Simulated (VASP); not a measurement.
# Ge (Im-3m) in VASP: notebook

The runs below take Ge through single point, relaxation of cell and atoms, with PBEsol.

All numbers are computed with VASP 6.6.1; they aren't measurements. Logs are shortened: lines on timing, memory, paths and dates and some standing lists are left out, and cuts for length are marked.

## (1) The cell of the first run

The structure is cubic, space group Im-3m (No. 229). Conventional cell: a = 3.330 Å, b = 3.330 Å, c = 3.330 Å, α = 90.00°, β = 90.00°, γ = 90.00°. Ge (site symmetry m-3m) has 14 Ge at 2.88 to 3.33 Å within 3.8 Å.

## (2) Single point, PBEsol

Contents of INCAR:

```
PREC = Accurate ; ENCUT = 500
EDIFF = 1E-6 ; ISMEAR = -1
SIGMA = 0.02 ; LREAL = False
LASPH = True ; NELM = 120
ALGO = Normal ; ISIF = 2
LWAVE = False ; LCHARG = False
GGA = PS ; NBANDS = 13
GGA_COMPAT = False
```

Contents of KPOINTS:

```
Automatic mesh
0
Gamma
  7 7 7
```

Contents of POSCAR:

```
Ge
1.0
   -1.6648111336      1.6648111336      1.6648111336
    1.6648111336     -1.6648111336      1.6648111336
    1.6648111336      1.6648111336     -1.6648111336
Ge
1
Direct
    0.0000000000      0.0000000000      0.0000000000
```

Potentials or basis: VASP PAW PBE potentials, release 64 (Ge_d).

On the command line:

```console
$ cat potpaw_PBE.64/Ge_d/POTCAR > POTCAR
$ mpirun -np 1 vasp_std > vasp.out
```

OUTCAR:

```text
PREC = Accurate
   ENCUT = 500
   EDIFF = 1E-6
   ISMEAR = -1
   LREAL = False
   LASPH = True
   NELM = 120
   ISIF = 2
   GGA = PS

 ion  position               nearest neighbor table
   1  0.000  0.000  0.000-

  LATTYP: Found a body centered cubic cell.
 ALAT       =     3.3296222672

  Lattice vectors:

 A1 = (  -1.6648111336,   1.6648111336,   1.6648111336)
 A2 = (   1.6648111336,  -1.6648111336,   1.6648111336)
 A3 = (   1.6648111336,   1.6648111336,  -1.6648111336)

Analysis of symmetry for initial positions (statically):
=====================================================================
 Subroutine PRICEL returns:
 Original cell was already a primitive cell.

 Routine SETGRP: Setting up the symmetry group for a
 body centered cubic supercell.

 Subroutine GETGRP returns: Found 48 space group operations
 (whereof 48 operations were pure point group operations)
 out of a pool of 48 trial point group operations.

The static configuration has the point symmetry O_h .

Analysis of symmetry for dynamics (positions and initial velocities):
=====================================================================
 Subroutine PRICEL returns:
 Original cell was already a primitive cell.

 Routine SETGRP: Setting up the symmetry group for a
 body centered cubic supercell.

 Subroutine GETGRP returns: Found 48 space group operations
 (whereof 48 operations were pure point group operations)
 out of a pool of 48 trial point group operations.

The dynamic configuration has the point symmetry O_h .

 Subroutine INISYM returns: Found 48 space group operations
 (whereof 48 operations are pure point group operations),
 and found     1 'primitive' translations

----------------------------------------------------------------------------------------

                                     Primitive cell

  volume of cell :      18.4567

  direct lattice vectors                    reciprocal lattice vectors
    -1.664811134  1.664811134  1.664811134     0.000000000  0.300334368  0.300334368
     1.664811134 -1.664811134  1.664811134     0.300334368  0.000000000  0.300334368
     1.664811134  1.664811134 -1.664811134     0.300334368  0.300334368  0.000000000

  length of vectors
     2.883537468  2.883537468  2.883537468     0.424736937  0.424736937  0.424736937

  position of ions in fractional coordinates (direct lattice)
[... 76 lines left out ...]
   IBRION =     -1    ionic relax: 0-MD 1-quasi-New 2-CG
   NFREE  =      0    steps in history (QN), initial steepest desc. (CG)
   ISIF   =      2    stress and relaxation
   ISYM   =      2    0-nonsym 1-usesym 2-fastsym
   POTIM  = 0.5000    time-step for ionic-motion
   TEBEG  =    0.0;   TEEND  =   0.0 temperature during run
   PSTRESS=    0.0 pullay stress
   NELECT =      14.0000    total number of electrons
   NUPDOWN=      -1.0000    fix difference up-down
   EMIN   =  10.00;   EMAX   =-10.00  energy-range for DOS
   EFERMI =   0.00;   METHOD = LEGACY
   ISMEAR =    -1;   SIGMA  =   0.02  broadening in eV -4-tet -1-fermi 0-gaus
   EFERMI_NEDOS =   21; number of points for ismear=-14 and -15
   IALGO  =     38    algorithm
   IMIX   =      4    mixing-type and parameters
     AMIX     =   0.40;   BMIX     =  1.00
     AMIX_MAG =   1.60;   BMIX_MAG =  1.00
  volume/ion in A,a.u.               =      18.46       124.55
  Fermi-wavevector in a.u.,A,eV,Ry     =   1.493021  2.821400 30.328900  2.229111
  Thomas-Fermi vector in A             =   2.605475
   LORBIT       =      0    0 simple, 1 ext, 2 COOP (PROOUT), +10 PAW based schemes
   GGA     = PS    functional components
   LHFCALC =     F    Hartree Fock is set to
   AEXX    =    0.0000 exact exchange contribution
   IVDW    =     0    specifies the selected vdW correction
   LEPSILON=     F    determine dielectric tensor
   LRPA    =     F    only Hartree local field effects (RPA)
 non-spin polarized calculation
  energy-cutoff  :      500.00
  volume of cell :       18.46
 maximum number of plane-waves:       477
 NGX is ok and might be reduce to    24
   NGX = 11   NGY = 11   NGZ = 11

 number of electron      14.0000012 magnetization

 Free energy of the ion-electron system (eV)
  ---------------------------------------------------
  ext. energy  EPLUGINS =         0.00000000
  ---------------------------------------------------
  free energy    TOTEN  =        -4.67789003 eV

  energy without entropy =       -4.67563656  energy(sigma->0) =       -4.67676329

 E-fermi :   7.2294     XC(G=0): -11.5475

 val. band max:        7.0495201751   @ k =   0.1429   0.1429   0.1429
 cond. band min:       7.2430813075   @ k =  -0.2857   0.4286   0.1429
 fundamental gap:      0.1935611323
 Fermi energy:         7.2294190944

 k-point     1 :       0.0000    0.0000    0.0000
  band No.  band energies     occupation
      1     -17.7738      2.00000
      2     -17.7738      2.00000
      3     -17.7738      2.00000
      4     -17.6811      2.00000
      5     -17.6811      2.00000
      6      -6.4663      2.00000
      7      16.2687      0.00000
      8      16.2687      0.00000
      9      16.2687      0.00000
     10      22.0181      0.00000
     11      22.0181      0.00000
     12      22.0181      0.00000
     13      23.9428      0.00000
[... 290 lines left out ...]
  band No.  band energies     occupation
      1     -17.7883      2.00000
      2     -17.7825      2.00000
      3     -17.6480      2.00000
      4     -17.6480      2.00000
      5     -17.6455      2.00000
      6       2.8174      2.00000
      7       6.6859      2.00000
      8       6.6859      2.00000
      9       6.7625      2.00000
     10      11.4893      0.00000
     11      13.2280      0.00000
     12      30.8859      0.00000
     13      30.9824      0.00000

------------------------ aborting loop because EDIFF is reached ----------------------------------------

  FORCE on cell =-STRESS in cart. coord.  units (eV):
  Direction    XX          YY          ZZ          XY          YZ          ZX
  --------------------------------------------------------------------------------------
  -------------------------------------------------------------------------------------
  Total       -0.0182428     -0.0182428     -0.0182428     -0.0000000     -0.0000000     -0.0000000
  in kB       -1.5836067     -1.5836067     -1.5836067     -0.0000000     -0.0000000     -0.0000000
  external PRESSURE =      -1.5836067 kB  Pullay stress =       0.0000000 kB

 VOLUME and BASIS-vectors are now :
 -----------------------------------------------------------------------------
  energy-cutoff  :      500.00
  volume of cell :       18.46
      direct lattice vectors                 reciprocal lattice vectors
    -1.664811134  1.664811134  1.664811134     0.000000000  0.300334368  0.300334368
     1.664811134 -1.664811134  1.664811134     0.300334368  0.000000000  0.300334368
     1.664811134  1.664811134 -1.664811134     0.300334368  0.300334368  0.000000000

 POSITION                                       TOTAL-FORCE (eV/Angst)
 -----------------------------------------------------------------------------------
      0.00000      0.00000      0.00000        -0.000000      0.000000      0.000000
 -----------------------------------------------------------------------------------
    total drift:                                0.000000      0.000000      0.000000

  FREE ENERGIE OF THE ION-ELECTRON SYSTEM (eV)
  ---------------------------------------------------
  free  energy   TOTEN  =        -4.6778900263 eV

  energy  without entropy=       -4.6756365622  energy(sigma->0) =       -4.67676329
```

Run time: 4.4 s. Hardware: 1 thread of Intel Xeon 6975P-C, shared host; peak memory 0.13 GiB.

What came out:

| Quantity | Value |
| --- | --- |
| Free energy | -4.6779 eV |
| Pressure | -0.2 GPa |
| Band gap on the k mesh | zero (band 7 reaches 16.27 eV, above the bottom of band 8 at 4.18 eV) |

Levels at points of the mesh, in eV from the Fermi level:
```tsv
k point	band 4	band 5	band 6	band 7	band 8	band 9	band 10	band 11
(0.00, 0.00, 0.00)	-24.91	-24.91	-13.70	9.04	9.04	9.04	14.79	14.79
```

Caveat: the k points lie up to 0.38 Å⁻¹ apart; the PAW data sets were made with another functional, which shifts forces and pressure a little.

## (3) Single point, PBEsol

This run uses another cell than the first one, of 18.18 Å³/atom, 0.985 times its volume.

Contents of INCAR:

```
SYSTEM = Ge
PREC     = Accurate       ! precision mode
ENCUT    = 500            ! plane-wave cutoff, eV
EDIFF    = 1E-6           ! SCF threshold, eV
ISMEAR   = -1             ! smearing method
SIGMA    = 0.02           ! smearing width, eV
LREAL    = .False.        ! projectors in reciprocal space
LASPH    = .True.         ! aspherical terms in the spheres
NELM     = 120            ! most SCF steps
ALGO     = Normal         ! electronic algorithm
ISIF     = 2              ! what is computed and relaxed
LWAVE    = .False.        ! write WAVECAR
LCHARG   = .False.        ! write CHGCAR
GGA      = PS             ! functional
NBANDS   = 13             ! bands
GGA_COMPAT= .False.
```

Contents of KPOINTS:

```
regular mesh
0
Gamma
  7 7 7
  0 0 0
```

Contents of POSCAR:

```
Ge
1.0
   -1.6564451073      1.6564451073      1.6564451073
    1.6564451073     -1.6564451073      1.6564451073
    1.6564451073      1.6564451073     -1.6564451073
Ge
1
Direct
    0.0000000000      0.0000000000      0.0000000000
```

Potentials or basis: VASP PAW PBE potentials, release 64 (Ge_d).

On the command line:

```console
$ cat potpaw_PBE.64/Ge_d/POTCAR > POTCAR
$ mpirun -np 1 vasp_std > vasp.out
```

Run time: 3.3 s. Hardware: 1 thread of Intel Xeon 6975P-C, shared host; peak memory 0.14 GiB.

It converged, with:

| Item | Value |
| --- | --- |
| Free energy | -4.6767 eV |
| Pressure | 1.1 GPa |
| Band gap on the k mesh | zero (band 7 reaches 16.60 eV, above the bottom of band 8 at 4.29 eV) |

Levels at points of the mesh, in eV from the Fermi level:
```tsv
k point	band 4	band 5	band 6	band 7	band 8	band 9	band 10	band 11
(0.00, 0.00, 0.00)	-24.90	-24.90	-13.81	9.21	9.21	9.21	14.92	14.92
```

Caveat: the k points lie up to 0.38 Å⁻¹ apart; the PAW data sets were made with another functional, which shifts forces and pressure a little.

## (4) Single point, PBEsol

INCAR, as its differences from that of step 3:

```diff
@@ -12,4 +12,6 @@
 LWAVE    = .False.        ! write WAVECAR
-LCHARG   = .False.        ! write CHGCAR
+LCHARG   = .True.         ! write CHGCAR
 GGA      = PS             ! functional
+LELF     = .True.         ! ELF
+LVHAR    = .True.       
 NBANDS   = 13             ! bands
```

Contents of KPOINTS:

```
Automatic mesh
0
Gamma
  7 7 7
  0 0 0
```

Contents of POSCAR:

```
Ge
1.0
   -1.6648111336      1.6648111336      1.6648111336
    1.6648111336     -1.6648111336      1.6648111336
    1.6648111336      1.6648111336     -1.6648111336
Ge
1
Direct
    0.0000000000      0.0000000000      0.0000000000
```

On the command line:

```console
$ cat potpaw_PBE.64/Ge_d/POTCAR > POTCAR
$ mpirun -np 1 vasp_std > vasp.out
```

It took 3.7 s on 1 thread of Intel Xeon 6975P-C, shared host; peak memory 0.13 GiB.

Results (log left out):

| Item | Value |
| --- | --- |
| Free energy | -4.6779 eV |
| Pressure | -0.2 GPa |
| Band gap on the k mesh | zero (band 7 reaches 16.27 eV, above the bottom of band 8 at 4.18 eV) |

Levels at points of the mesh, in eV from the Fermi level:
| k point | band 4 | band 5 | band 6 | band 7 | band 8 | band 9 | band 10 | band 11 |
| --- | --- | --- | --- | --- | --- | --- | --- | --- |
| (0.00, 0.00, 0.00) | -24.91 | -24.91 | -13.70 | 9.04 | 9.04 | 9.04 | 14.79 | 14.79 |

Caveat: the k points lie up to 0.38 Å⁻¹ apart; the PAW data sets were made with another functional, which shifts forces and pressure a little.

## (5) Single point, PBEsol

This run uses another cell than the first one, of 18.73 Å³/atom, 1.015 times its volume.

Contents of INCAR:

```
SYSTEM = Ge
PREC = Accurate
ENCUT = 500
EDIFF = 1E-6
ISMEAR = -1
SIGMA = 0.02
LREAL = .FALSE.
LASPH = .TRUE.
NELM = 120
ALGO = Normal
ISIF = 2
LWAVE = .FALSE.
LCHARG = .FALSE.
GGA = PS
NBANDS = 13
GGA_COMPAT = .FALSE.
```

Contents of KPOINTS:

```
Automatic mesh
0
G
  7 7 7
  0 0 0
```

Contents of POSCAR:

```
Ge
1.0
   -1.6730939124      1.6730939124      1.6730939124
    1.6730939124     -1.6730939124      1.6730939124
    1.6730939124      1.6730939124     -1.6730939124
Ge
1
Direct
    0.0000000000      0.0000000000      0.0000000000
```

On the command line:

```console
$ cat potpaw_PBE.64/Ge_d/POTCAR > POTCAR
$ mpirun -np 1 vasp_std > vasp.out
```

Wall time 3 s (1 thread of Intel Xeon 6975P-C, shared host); peak memory 0.13 GiB.

It converged, with:

- Free energy: -4.6770 eV
- Pressure: -1.3 GPa
- Band gap on the k mesh: zero (band 7 reaches 15.95 eV, above the bottom of band 8 at 4.08 eV)

Levels at points of the mesh, in eV from the Fermi level:
```tsv
k point	band 3	band 4	band 5	band 6	band 7	band 8	band 9	band 10	band 11	band 12
(0.00, 0.00, 0.00)	-25.01	-24.92	-24.92	-13.58	8.87	8.87	8.87	14.66	14.66	14.66
```

Caveat: the k points lie up to 0.38 Å⁻¹ apart; the PAW data sets were made with another functional, which shifts forces and pressure a little.

## (6) Relaxation of cell and atoms, PBEsol

Contents of INCAR:

```
PREC = Accurate
ENCUT = 500
EDIFF = 1E-7
ISMEAR = -1
SIGMA = 0.02
LREAL = False
LASPH = True
NELM = 120
ALGO = Normal
ISIF = 3
LWAVE = False
LCHARG = False
GGA = PS
IBRION = 2
NSW = 80
EDIFFG = -0.01
GGA_COMPAT = False
NELMIN = 4
```

Contents of KPOINTS:

```
regular mesh
0
Gamma
  7 7 7
```

Contents of POSCAR:

```
Ge
1.0
   -1.6648111336      1.6648111336      1.6648111336
    1.6648111336     -1.6648111336      1.6648111336
    1.6648111336      1.6648111336     -1.6648111336
Ge
1
Direct
    0.0000000000      0.0000000000      0.0000000000
```

Potentials or basis: VASP PAW PBE potentials, release 64 (Ge_d).

On the command line:

```console
$ cat potpaw_PBE.64/Ge_d/POTCAR > POTCAR
$ mpirun -np 1 vasp_std > vasp.out
```

It took 4.3 s on 1 thread of Intel Xeon 6975P-C, shared host; peak memory 0.13 GiB.

It converged, with:

```
Free energy             : -4.6779 eV
Pressure after relaxing : 0.0 GPa
Band gap on the k mesh  : zero (band 7 reaches 16.27 eV, above the bottom of band 8 at 4.18 eV)
```

Final structure:
```
Ge
1.0
    -1.66481    1.66481    1.66481
     1.66481   -1.66481    1.66481
     1.66481    1.66481   -1.66481
Ge
1
Direct
  0.00000 0.00000 0.00000
```

Levels at points of the mesh, in eV from the Fermi level:
```tsv
k point	band 4	band 5	band 6	band 7	band 8	band 9	band 10	band 11
(0.00, 0.00, 0.00)	-24.91	-24.91	-13.70	9.04	9.04	9.04	14.79	14.79
```

Caveat: the k points lie up to 0.38 Å⁻¹ apart in the final cell; the relaxation stopped at its first step, so nothing moved; the PAW data sets were made with another functional, which shifts forces and pressure a little.

## (7) Summary

| task | cell | gap on the mesh (eV) | pressure (GPa) |
| --- | --- | --- | --- |
| single point | a = 2.884 Å, angles 109.5°, 1 atom | none | -0.2 |
| single point | a = 2.869 Å, angles 109.5°, 1 atom | none | 1.1 |
| single point | a = 2.898 Å, angles 109.5°, 1 atom | none | -1.3 |
| relaxation of cell and atoms | relaxed from a = 2.884 Å, angles 109.5°, 1 atom | none | 0.0 |

Alike in all rows: level PBEsol; potentials or basis VASP PAW PBE potentials, release 64 (Ge_d); no spin polarisation; k mesh 7 × 7 × 7; cutoff (eV) 500; smearing fermi-dirac 0.02 eV.

Caveats: all runs use coarse meshes; the PAW data sets were made with another functional, which shifts forces and pressure a little; the relaxation stopped at its first step, so nothing moved (some runs).

Total energies depend on the potentials used, so only differences within one code and one set of settings carry meaning.
